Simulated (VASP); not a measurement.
# C (R-3m) in VASP: a series of runs

C is run at these levels: LDA, PBEsol, RPBE; tasks: single point.

Program: VASP 6.6.1. These are calculated values, not measurements. Logs are shortened: lines on timing, memory, paths and dates and some standing lists are left out, and cuts for length are marked.

### 1 The cell of the first run

Symmetry: R-3m, No. 166, trigonal system. Conventional cell: a = 2.466 Å, b = 2.466 Å, c = 24.848 Å, α = 90.00°, β = 90.00°, γ = 120.00°. C (site symmetry 3m) has 3 C at 1.42 Å within 1.9 Å. C (site symmetry 3m) has 3 C at 1.42 Å within 1.9 Å.

### 2 Single point, LDA

INCAR

```
SYSTEM = C
PREC = Accurate ; ENCUT = 520
EDIFF = 1E-7 ; ISMEAR = -1
SIGMA = 0.05 ; LREAL = .FALSE.
LASPH = .TRUE. ; NELM = 100
ALGO = Normal ; ISIF = 2
LWAVE = .FALSE. ; LCHARG = .TRUE.
GGA = CA ; LELF = .TRUE.
LVHAR = .TRUE. ; NBANDS = 16
```

KPOINTS

```
Automatic mesh
0
G
  12 12 12
  0 0 0
```

POSCAR

```
C
1.0
    1.2331880975      0.7119814801      8.2826151019
   -1.2331880975      0.7119814801      8.2826151019
    0.0000000000     -1.4239629601      8.2826151019
C
4
Direct
    0.0871730800      0.0871730800      0.0871730800
    0.7538500600      0.7538500600      0.7538500600
    0.2461499400      0.2461499400      0.2461499400
    0.9128269200      0.9128269200      0.9128269200
```

Potentials or basis: VASP PAW LDA potentials, release 64 (C).

Run with:

```
$ cat potpaw_LDA.64/C/POTCAR > POTCAR
$ mpirun -np 1 vasp_std > vasp.out
```

OUTCAR:

```text
SYSTEM = C
   PREC = Accurate
   ENCUT = 520
   EDIFF = 1E-7
   ISMEAR = -1
   LREAL = .FALSE.
   LASPH = .TRUE.
   NELM = 100
   ISIF = 2
   GGA = CA

 ion  position               nearest neighbor table
   1  0.087  0.087  0.087-   2 1.42   2 1.42   2 1.42
   2  0.754  0.754  0.754-   1 1.42   1 1.42   1 1.42
   3  0.246  0.246  0.246-   4 1.42   4 1.42   4 1.42
   4  0.913  0.913  0.913-   3 1.42   3 1.42   3 1.42

  LATTYP: Found a trigonal (rhomboedric) cell.
 ALAT       =     8.4041289518
 COS(alpha) =     0.9569371044

  Lattice vectors:

 A1 = (   1.2331880975,   0.7119814801,   8.2826151019)
 A2 = (  -1.2331880975,   0.7119814801,   8.2826151019)
 A3 = (   0.0000000000,  -1.4239629601,   8.2826151019)

Analysis of symmetry for initial positions (statically):
=====================================================================
 Subroutine PRICEL returns:
 Original cell was already a primitive cell.

 Routine SETGRP: Setting up the symmetry group for a
 trigonal (rhombohedral) supercell.

 Subroutine GETGRP returns: Found 12 space group operations
 (whereof 12 operations were pure point group operations)
 out of a pool of 12 trial point group operations.

The static configuration has the point symmetry D_3d.

Analysis of symmetry for dynamics (positions and initial velocities):
=====================================================================
 Subroutine PRICEL returns:
 Original cell was already a primitive cell.

 Routine SETGRP: Setting up the symmetry group for a
 trigonal (rhombohedral) supercell.

 Subroutine GETGRP returns: Found 12 space group operations
 (whereof 12 operations were pure point group operations)
 out of a pool of 12 trial point group operations.

The dynamic configuration has the point symmetry D_3d.

 Subroutine INISYM returns: Found 12 space group operations
 (whereof 12 operations are pure point group operations),
 and found     1 'primitive' translations

----------------------------------------------------------------------------------------

                                     Primitive cell

  volume of cell :      43.6332

  direct lattice vectors                    reciprocal lattice vectors
[... 81 lines left out ...]
 SYSTEM =  C
   PREC   = accura    normal or accurate (medium, high low for compatibility)
   ISTART =      0    job   : 0-new  1-cont  2-samecut
   ICHARG =      2    charge: 1-file 2-atom 10-const
   ISPIN  =      1    spin polarized calculation?
   LNONCOLLINEAR =      F non collinear calculations
   LSORBIT =      F    spin-orbit coupling
   LASPH  =      T    aspherical Exc in radial PAW
   ENCUT  =  520.0 eV  38.22 Ry    6.18 a.u.  15.63 15.63 15.63*2*pi/ulx,y,z
   NELM   =    100;   NELMIN=  2; NELMDL= -5     # of ELM steps
   EDIFF  = 0.1E-06   stopping-criterion for ELM
   LREAL  =      F    real-space projection
   EDIFFG = 0.1E-05   stopping-criterion for IOM
   NSW    =      0    number of steps for IOM
   IBRION =     -1    ionic relax: 0-MD 1-quasi-New 2-CG
   NFREE  =      0    steps in history (QN), initial steepest desc. (CG)
   ISIF   =      2    stress and relaxation
   ISYM   =      2    0-nonsym 1-usesym 2-fastsym
   POTIM  = 0.5000    time-step for ionic-motion
   TEBEG  =    0.0;   TEEND  =   0.0 temperature during run
   PSTRESS=    0.0 pullay stress
   NELECT =      16.0000    total number of electrons
   NUPDOWN=      -1.0000    fix difference up-down
   EMIN   =  10.00;   EMAX   =-10.00  energy-range for DOS
   EFERMI =   0.00;   METHOD = LEGACY
   ISMEAR =    -1;   SIGMA  =   0.05  broadening in eV -4-tet -1-fermi 0-gaus
   EFERMI_NEDOS =   21; number of points for ismear=-14 and -15
   IALGO  =     38    algorithm
   IMIX   =      4    mixing-type and parameters
     AMIX     =   0.40;   BMIX     =  1.00
     AMIX_MAG =   1.60;   BMIX_MAG =  1.00
  volume/ion in A,a.u.               =      10.91        73.61
  Fermi-wavevector in a.u.,A,eV,Ry     =   1.171771  2.214325 18.681428  1.373046
  Thomas-Fermi vector in A             =   2.308209
   LORBIT       =      0    0 simple, 1 ext, 2 COOP (PROOUT), +10 PAW based schemes
   GGA     = CA    functional components
   LHFCALC =     F    Hartree Fock is set to
   AEXX    =    0.0000 exact exchange contribution
   IVDW    =     0    specifies the selected vdW correction
   LEPSILON=     F    determine dielectric tensor
   LRPA    =     F    only Hartree local field effects (RPA)
 non-spin polarized calculation
  energy-cutoff  :      520.00
  volume of cell :       43.63
 maximum number of plane-waves:      1195
   NGX = 31   NGY = 31   NGZ = 31

 number of electron      16.0000001 magnetization

 Free energy of the ion-electron system (eV)
  ---------------------------------------------------
  ext. energy  EPLUGINS =         0.00000000
  ---------------------------------------------------
  free energy    TOTEN  =       -40.36422182 eV

  energy without entropy =      -40.36267721  energy(sigma->0) =      -40.36344951

 E-fermi :   2.8470     XC(G=0):  -9.3646

 val. band max:        2.7505823603   @ k =  -0.3333   0.3333   0.0000
 cond. band min:       2.9421167021   @ k =  -0.1667   0.5000   0.1667
 fundamental gap:      0.1915343418
 Fermi energy:         2.8469932103

 k-point     1 :       0.0000    0.0000    0.0000
  band No.  band energies     occupation
      1     -16.4723      2.00000
      2     -16.4145      2.00000
      3      -5.1096      2.00000
      4      -4.4567      2.00000
      5      -0.1899      2.00000
      6      -0.1899      2.00000
[... 433 lines left out ...]
      3      -9.8941      2.00000
      4      -9.8688      2.00000
      5      -5.3509      2.00000
      6      -5.3431      2.00000
[... 8 lines left out ...]
     15      13.9501      0.00000
     16      15.7060      0.00000

 [... further k-points ...]
[... 5 lines left out ...]
  --------------------------------------------------------------------------------------
  -------------------------------------------------------------------------------------
  Total       -2.1025004     -2.1025004     -0.2847168      0.0000000     -0.0000000      0.0000000
  in kB      -77.2022430    -77.2022430    -10.4545864      0.0000000     -0.0000000      0.0000000
  external PRESSURE =     -54.9530241 kB  Pullay stress =       0.0000000 kB

 VOLUME and BASIS-vectors are now :
 -----------------------------------------------------------------------------
  energy-cutoff  :      520.00
  volume of cell :       43.63
      direct lattice vectors                 reciprocal lattice vectors
     1.233188098  0.711981480  8.282615102     0.405453151  0.234088486  0.040244938
    -1.233188098  0.711981480  8.282615102    -0.405453151  0.234088486  0.040244938
     0.000000000 -1.423962960  8.282615102     0.000000000 -0.468176972  0.040244938

 POSITION                                       TOTAL-FORCE (eV/Angst)
 -----------------------------------------------------------------------------------
      0.00000      0.00000      2.16606         0.000000      0.000000      0.009128
      0.00000      0.00000     18.73155         0.000000      0.000000      0.001568
      0.00000      0.00000      6.11630         0.000000     -0.000000     -0.001568
      0.00000      0.00000     22.68178         0.000000     -0.000000     -0.009128
 -----------------------------------------------------------------------------------
    total drift:                               -0.000000      0.000000      0.000000

  FREE ENERGIE OF THE ION-ELECTRON SYSTEM (eV)
  ---------------------------------------------------
  free  energy   TOTEN  =       -40.3642218162 eV

  energy  without entropy=      -40.3626772078  energy(sigma->0) =      -40.36344951
```

stdout:

```text
POSCAR found type information on POSCAR C
 POSCAR found :  1 types and       4 ions
 scaLAPACK will be used
 LDA part: xc-table for (Slater(with rela. corr.)+CA(PZ))
 , standard interpolation
 POSCAR, INCAR and KPOINTS ok, starting setup
 FFT: planning ... GRIDC
 FFT: planning ... GRID_SOFT
 FFT: planning ... GRID
 WAVECAR not read
 entering main loop
```

It took 9.6 min on 1 thread of Intel Xeon Platinum 8559C (Emerald Rapids), shared host; peak memory 0.43 GiB.

What came out:

```
Free energy            : -40.3642 eV
Pressure               : -5.5 GPa
Largest force          : 0.009 eV/Å
Band gap on the k mesh : 0.19 eV, direct
```

Forces in eV/Å, atoms in the order of the input:
```
C    0.000  0.000  0.009
C    0.000  0.000  0.002
C    0.000  0.000 -0.002
C    0.000  0.000 -0.009
```

Levels at points of the mesh, in eV from the valence-band top:
```
           k point  band 4  band 5  band 6  band 7  band 8  band 9  band 10  band 11  band 12  band 13
(0.00, 0.00, 0.00)   -7.21   -2.94   -2.94   -2.94   -2.94    2.88     6.49     8.35     8.35     8.36
(0.50, 0.00, 0.00)  -13.03   -6.31   -6.30   -2.42   -2.09    1.48     1.97     7.52     7.56    10.49
(0.50, 0.50, 0.00)  -13.03   -6.31   -6.30   -2.36   -2.16    1.57     1.86     7.50     7.58    10.86
(0.50, 0.50, 0.50)   -7.46   -2.94   -2.94   -2.94   -2.94    4.09     4.47     8.35     8.35     8.36
```

A k mesh can miss the band edges.

(Part 1 of 2 ends here.)
